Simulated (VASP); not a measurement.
# B48N47 (a cell with a defect) in VASP: further runs, part 3 of 4

VASP 6.6.1. Earlier steps stand in the parts before.

## 4. Single point, PBEsol

File INCAR:

```
PREC     = Accurate       # precision mode
ENCUT    = 520            # plane-wave cutoff, eV
EDIFF    = 1E-6           # SCF threshold, eV
ISMEAR   = -1             # smearing method
SIGMA    = 0.05           # smearing width, eV
LREAL    = Auto         
LASPH    = True           # aspherical terms in the spheres
NELM     = 120            # most SCF steps
ALGO     = Normal         # electronic algorithm
ISIF     = 2              # what is computed and relaxed
LWAVE    = False          # write WAVECAR
LCHARG   = False          # write CHGCAR
GGA      = PS             # functional
NELECT   = 378.0        
ISYM     = -1           
NBANDS   = 242            # bands
GGA_COMPAT= False
```

File KPOINTS:

```
explicit points
1
Reciprocal
  0.25000000   0.25000000   0.25000000 1
```

File POSCAR:

```
B48N47
1.0
    7.6229900000      0.0000000000      0.0000000000
    0.0000000000      8.8022710000      0.0000000000
    0.0000000000      0.0000000000      8.4065820000
B N
48 47
Direct
    0.0001230000      0.1665150000      0.0005580000
    0.0001430000      0.1666310000      0.5009080000
    0.3334690000      0.1664950000      0.0004000000
    0.3335320000      0.1656500000      0.5010890000
    0.1666150000      0.4165320000      0.0002210000
    0.1665550000      0.4164810000      0.5012230000
    0.0001220000      0.6669850000      0.0001830000
    0.9997070000      0.6677870000      0.5013090000
    0.6667310000      0.1665000000      0.0004040000
    0.6664740000      0.1658340000      0.5011210000
    0.5001060000      0.4165220000      0.9984220000
    0.5001150000      0.4080660000      0.5035000000
    0.3332710000      0.6667820000      0.9983240000
    0.3249720000      0.6709420000      0.5033070000
    0.1666700000      0.9167770000      0.0003510000
    0.1659570000      0.9170040000      0.5010610000
    0.8336080000      0.4165050000      0.0002270000
    0.8338130000      0.4163320000      0.5010730000
    0.6668840000      0.6667960000      0.9983910000
    0.6750420000      0.6707690000      0.5033510000
    0.5000890000      0.9168200000      0.0002000000
    0.5000680000      0.9167240000      0.5011400000
    0.8335360000      0.9167870000      0.0003660000
    0.8339890000      0.9172840000      0.5011870000
    0.1668150000      0.0833510000      0.2502350000
    0.1665480000      0.0834150000      0.7507940000
    0.0001260000      0.3329770000      0.2503320000
    0.0000410000      0.3328150000      0.7507860000
    0.5000540000      0.0836320000      0.2502420000
    0.5000130000      0.0837190000      0.7508500000
    0.3329390000      0.3334860000      0.2499930000
    0.3323900000      0.3331000000      0.7503960000
    0.1665910000      0.5828750000      0.2498600000
    0.1661470000      0.5825550000      0.7503310000
    0.0000090000      0.8333940000      0.2501010000
    0.0000000000      0.8334620000      0.7508730000
    0.8332800000      0.0834550000      0.2502470000
    0.8334910000      0.0834600000      0.7508220000
    0.6671620000      0.3334990000      0.2499740000
    0.6676860000      0.3330960000      0.7504120000
    0.5000310000      0.5833760000      0.2389230000
    0.4999910000      0.5832980000      0.7487240000
    0.3337630000      0.8336520000      0.2499590000
    0.3336440000      0.8342160000      0.7503800000
    0.8336070000      0.5826950000      0.2498090000
    0.8338630000      0.5824750000      0.7504070000
    0.6663580000      0.8336680000      0.2499600000
    0.6663730000      0.8342260000      0.7503930000
    0.0001330000      0.1665080000      0.1878240000
    0.0000780000      0.1665580000      0.6877610000
    0.3336140000      0.1671110000      0.1877870000
    0.3333780000      0.1668080000      0.6875990000
    0.1668150000      0.4167240000      0.1877340000
    0.1666070000      0.4165520000      0.6876520000
    0.0001540000      0.6665020000      0.1877270000
    0.0000040000      0.6665200000      0.6874020000
    0.6665860000      0.1671090000      0.1877770000
    0.6667420000      0.1668330000      0.6876280000
    0.5001280000      0.4177430000      0.1889890000
    0.5000820000      0.4170270000      0.6855090000
    0.3343410000      0.6661770000      0.1889320000
    0.3337210000      0.6664980000      0.6854200000
    0.1670780000      0.9163530000      0.1877530000
    0.1667870000      0.9165990000      0.6875600000
    0.8334530000      0.4166340000      0.1876790000
    0.8335790000      0.4165280000      0.6876670000
    0.6658770000      0.6661930000      0.1889530000
    0.6664180000      0.6664390000      0.6854350000
    0.5001000000      0.9167180000      0.1877050000
    0.5000630000      0.9169100000      0.6876570000
    0.8331160000      0.9163930000      0.1877880000
    0.8332890000      0.9166330000      0.6875980000
    0.1671720000      0.0831970000      0.4376920000
    0.1667950000      0.0833010000      0.9377360000
    0.0002450000      0.3335450000      0.4377470000
    0.0000520000      0.3333240000      0.9376730000
    0.5000350000      0.0831280000      0.4378210000
    0.5000260000      0.0833090000      0.9376710000
    0.3343040000      0.3354190000      0.4373430000
    0.3335420000      0.3335130000      0.9374120000
    0.1688930000      0.5832580000      0.4373430000
    0.1668750000      0.5833820000      0.9373200000
    0.9999770000      0.8333000000      0.4377900000
    0.0000240000      0.8333380000      0.9376600000
    0.8329480000      0.0836040000      0.4376820000
    0.8332740000      0.0833150000      0.9377460000
    0.6658280000      0.3354820000      0.4372980000
    0.6665420000      0.3335100000      0.9374230000
    0.5000380000      0.5833370000      0.9357620000
    0.3350510000      0.8315000000      0.4373410000
    0.3334560000      0.8331030000      0.9373810000
    0.8314330000      0.5825940000      0.4371820000
    0.8332070000      0.5833790000      0.9373960000
    0.6651240000      0.8315820000      0.4373380000
    0.6665960000      0.8330930000      0.9373960000
```

Potentials or basis: VASP PAW PBE potentials, release 64 (B, N).

Launch:

```sh
cat potpaw_PBE.64/B/POTCAR potpaw_PBE.64/N/POTCAR > POTCAR
mpirun -np 1 vasp_std > vasp.out
```

OUTCAR:

```text
PREC = Accurate
   ENCUT = 520
   EDIFF = 1E-6
   ISMEAR = -1
   LREAL = Auto
   LASPH = True
   NELM = 120
   ISIF = 2
   GGA = PS
   NELECT = 378.0
   ISYM = -1

 ion  position               nearest neighbor table
   1  0.000  0.167  0.001-  74 1.56  86 1.56  76 1.56  49 1.57
   2  0.000  0.167  0.501-  75 1.56  85 1.56  73 1.56  50 1.57
   3  0.333  0.166  0.000-  78 1.56  74 1.56  80 1.56  51 1.58
   4  0.334  0.166  0.501-  73 1.56  77 1.56  52 1.57  79 1.59
   5  0.167  0.417  0.000-  76 1.56  80 1.56  82 1.56  53 1.58
   6  0.167  0.416  0.501-  75 1.56  79 1.56  81 1.56  54 1.57
   7  0.000  0.667  0.000-  84 1.56  82 1.56  93 1.56  55 1.58
   8  1.000  0.668  0.501-  83 1.55  56 1.56  92 1.58  81 1.58
   9  0.667  0.166  0.000-  86 1.56  78 1.56  88 1.56  57 1.58
  10  0.666  0.166  0.501-  85 1.56  77 1.56  58 1.57  87 1.59
  11  0.500  0.417  0.998-  88 1.55  80 1.55  89 1.56  59 1.60
  12  0.500  0.408  0.504-  87 1.52  79 1.52  60 1.53
  13  0.333  0.667  0.998-  91 1.55  82 1.55  89 1.56  61 1.60
  14  0.325  0.671  0.503-  90 1.52  81 1.52  62 1.53
  15  0.167  0.917  0.000-  74 1.56  84 1.56  91 1.56  63 1.58
[... 377 lines left out ...]
 k-point     1 :       0.2500    0.2500    0.2500
  band No.  band energies     occupation
      1     -12.6815      2.00000
      2     -12.0323      2.00000
      3     -11.9507      2.00000
      4     -11.7792      2.00000
      5     -11.3056      2.00000
      6     -11.1644      2.00000
[... 193 lines left out ...]
    200      14.6700      0.00000
    201      14.7160      0.00000
 [bands above 201 left out]

------------------------ aborting loop because EDIFF is reached ----------------------------------------

  FORCE on cell =-STRESS in cart. coord.  units (eV):
  Direction    XX          YY          ZZ          XY          YZ          ZX
  --------------------------------------------------------------------------------------
  -------------------------------------------------------------------------------------
  Total      -12.4026288    -12.0299042    -12.2249610      0.8551058     -0.1476889     -0.0534552
  in kB      -35.2277405    -34.1690741    -34.7231027      2.4287951     -0.4194874     -0.1518312
  external PRESSURE =     -34.7066391 kB  Pullay stress =       0.0000000 kB

 VOLUME and BASIS-vectors are now :
 -----------------------------------------------------------------------------
  energy-cutoff  :      520.00
  volume of cell :      564.08
      direct lattice vectors                 reciprocal lattice vectors
     7.622990000  0.000000000  0.000000000     0.131182121  0.000000000  0.000000000
     0.000000000  8.802271000  0.000000000     0.000000000  0.113607045  0.000000000
     0.000000000  0.000000000  8.406582000     0.000000000  0.000000000  0.118954410

 POSITION                                       TOTAL-FORCE (eV/Angst)
 -----------------------------------------------------------------------------------
      0.00094      1.46571      0.00469         0.000001      0.000485      0.003111
      0.00109      1.46673      4.21092         0.000565      0.001108     -0.000066
      2.54203      1.46553      0.00336        -0.000022      0.001013      0.003812
      2.54251      1.45810      4.21245         0.000132      0.005094     -0.001542
      1.27010      3.66643      0.00186         0.001068     -0.002001      0.002296
      1.26965      3.66598      4.21357         0.001165     -0.001784     -0.000269
[... 87 lines left out ...]
      5.07023      7.31981      3.67652        -0.001379      0.009492     -0.008655
      5.08145      7.33311      7.88030         0.000532      0.001837     -0.001602
 -----------------------------------------------------------------------------------
    total drift:                               -0.001146     -0.002776     -0.000999

  FREE ENERGIE OF THE ION-ELECTRON SYSTEM (eV)
  ---------------------------------------------------
  free  energy   TOTEN  =      -873.6331085758 eV

  energy  without entropy=     -873.6331085758  energy(sigma->0) =     -873.63310858
```

OSZICAR:

```text
N       E                     dE             d eps       ncg     rms          rms(c)
DAV:   1     0.166699138035E+04    0.16670E+04   -0.20326E+05   484   0.154E+03
DAV:   2    -0.795197234530E+03   -0.24622E+04   -0.23769E+04   606   0.346E+02
DAV:   3    -0.916905854289E+03   -0.12171E+03   -0.12093E+03   584   0.793E+01
DAV:   4    -0.918771509771E+03   -0.18657E+01   -0.18594E+01   576   0.989E+00
DAV:   5    -0.918804646401E+03   -0.33137E-01   -0.33083E-01   568   0.119E+00    0.452E+01
DAV:   6    -0.878446356287E+03    0.40358E+02   -0.12208E+02   552   0.202E+01    0.220E+01
DAV:   7    -0.874595296058E+03    0.38511E+01   -0.65023E+00   584   0.553E+00    0.128E+01
DAV:   8    -0.873672815778E+03    0.92248E+00   -0.21001E+00   528   0.292E+00    0.144E+00
DAV:   9    -0.873632915975E+03    0.39900E-01   -0.15360E-01   576   0.844E-01    0.709E-01
DAV:  10    -0.873632856496E+03    0.59480E-04   -0.15584E-02   560   0.292E-01    0.340E-01
DAV:  11    -0.873633101839E+03   -0.24534E-03   -0.36767E-03   544   0.132E-01    0.766E-02
DAV:  12    -0.873633090106E+03    0.11733E-04   -0.36750E-04   568   0.463E-02    0.449E-02
DAV:  13    -0.873633103507E+03   -0.13400E-04   -0.86441E-05   584   0.220E-02    0.116E-02
DAV:  14    -0.873633107839E+03   -0.43320E-05   -0.11220E-05   560   0.821E-03    0.607E-03
DAV:  15    -0.873633108576E+03   -0.73717E-06   -0.92554E-07   312   0.224E-03
   1 F= -.87363311E+03 E0= -.87363311E+03  d E =-.156067E-10
```

stdout:

```text
POSCAR found type information on POSCAR B N
 POSCAR found :  2 types and      95 ions
 scaLAPACK will be used
 -----------------------------------------------------------------------------
|                                                                             |
|                                                                             |
|     You enforced a specific xc type in the INCAR file but a different       |
|     I HOPE YOU KNOW WHAT YOU ARE DOING!                                     |
|                                                                             |
 -----------------------------------------------------------------------------

 LDA part: xc-table for (Slater+PW92), standard interpolation
 POSCAR, INCAR and KPOINTS ok, starting setup
 FFT: planning ... GRIDC
 FFT: planning ... GRID_SOFT
 FFT: planning ... GRID
 WAVECAR not read
 entering main loop
 the old and the new charge density differ
 old charge density:   379.00000 new  378.00000
    0.452E+01
```

Wall time 8.3 min (1 thread of Intel Xeon Platinum 8375C at 2.90GHz (Ice Lake), shared host); peak memory 0.6 GiB.

What came out:

```
Free energy   : -873.6331 eV
Largest force : 0.029 eV/Å
```

Forces on the atoms (eV/Å):
```
B    0.000  0.000  0.003
B    0.001  0.001  0.000
B    0.000  0.001  0.004
B    0.000  0.005 -0.002
B    0.001 -0.002  0.002
B    0.001 -0.002  0.000
B    0.000 -0.001  0.004
B   -0.004 -0.004 -0.002
B    0.000  0.001  0.004
B   -0.001  0.007 -0.002
B    0.000 -0.003  0.006
B    0.004  0.029 -0.003
B   -0.001  0.001  0.007
B    0.023 -0.017 -0.004
B    0.000 -0.002  0.003
B    0.002 -0.002  0.000
B   -0.001 -0.002  0.003
B   -0.001 -0.002 -0.001
B    0.002  0.002  0.007
B   -0.021 -0.017 -0.002
B    0.000 -0.002  0.002
B    0.001 -0.001  0.000
B    0.000 -0.002  0.003
B   -0.002 -0.002 -0.001
B   -0.001  0.002  0.003
B    0.000  0.002  0.002
B    0.000  0.001  0.004
B    0.000  0.001  0.003
B    0.000  0.003  0.003
B   -0.001  0.004  0.002
B    0.002  0.000  0.003
B    0.004  0.002  0.003
B   -0.002  0.003  0.003
B    0.001  0.004  0.003
B   -0.001  0.000  0.005
B   -0.001 -0.001  0.003
B    0.000  0.002  0.004
B    0.000  0.002  0.002
B    0.000  0.000  0.004
B   -0.004  0.002  0.002
B    0.003 -0.001  0.017
B    0.000  0.001 -0.005
B   -0.001  0.001  0.002
B   -0.001 -0.004  0.003
B   -0.001  0.003  0.004
B   -0.004  0.003  0.003
B    0.001  0.001  0.004
B    0.001 -0.004  0.003
N    0.001  0.001 -0.003
N    0.000  0.000 -0.003
N    0.000 -0.002 -0.003
N    0.000 -0.002 -0.002
N    0.001  0.000 -0.003
N    0.000 -0.001 -0.003
N    0.001 -0.001 -0.003
N    0.000  0.001 -0.001
N    0.001 -0.002 -0.003
N    0.000 -0.002 -0.002
N    0.000 -0.010 -0.003
N    0.000 -0.003  0.012
N   -0.006  0.005  0.000
N    0.001  0.000  0.010
N    0.000  0.000 -0.003
N    0.000  0.000 -0.002
N    0.002 -0.001 -0.004
N    0.002 -0.001 -0.003
N    0.009  0.005 -0.001
N    0.002  0.000  0.012
N    0.001  0.000 -0.003
N    0.000  0.000 -0.003
N    0.001  0.000 -0.002
N    0.001  0.000 -0.002
N   -0.003 -0.001 -0.003
N   -0.001  0.000 -0.002
N    0.001  0.001 -0.003
N    0.000 -0.001 -0.002
N   -0.002  0.000 -0.005
N    0.000  0.000 -0.003
N   -0.008 -0.003 -0.009
N   -0.001 -0.001 -0.001
N   -0.009  0.001 -0.006
N   -0.001 -0.001 -0.002
N    0.000 -0.002 -0.005
N    0.000  0.000 -0.002
N    0.001  0.001 -0.004
N    0.000  0.000 -0.002
N    0.011 -0.005 -0.007
N    0.001 -0.001 -0.001
N   -0.001  0.001 -0.003
N    0.001  0.005 -0.008
N   -0.001  0.001 -0.002
N    0.001 -0.006 -0.009
N    0.000 -0.001 -0.001
N   -0.001  0.009 -0.009
N    0.001  0.002 -0.002
```

Levels at points of the mesh, in eV from the Fermi level:
```csv
k point,band 187,band 188,band 189,band 190,band 191,band 192
"(0.25, 0.25, 0.25)",-1.83,-1.52,-1.29,2.79,3.04,3.17
```

Caveat: the cell carries a net charge on a neutralising background, which shifts energy and pressure; the cell is charged against a uniform background, so pressure and absolute levels hang on convention; the PAW data sets were made with another functional, which shifts forces and pressure a little.

(Continued in part 4 of 4.)
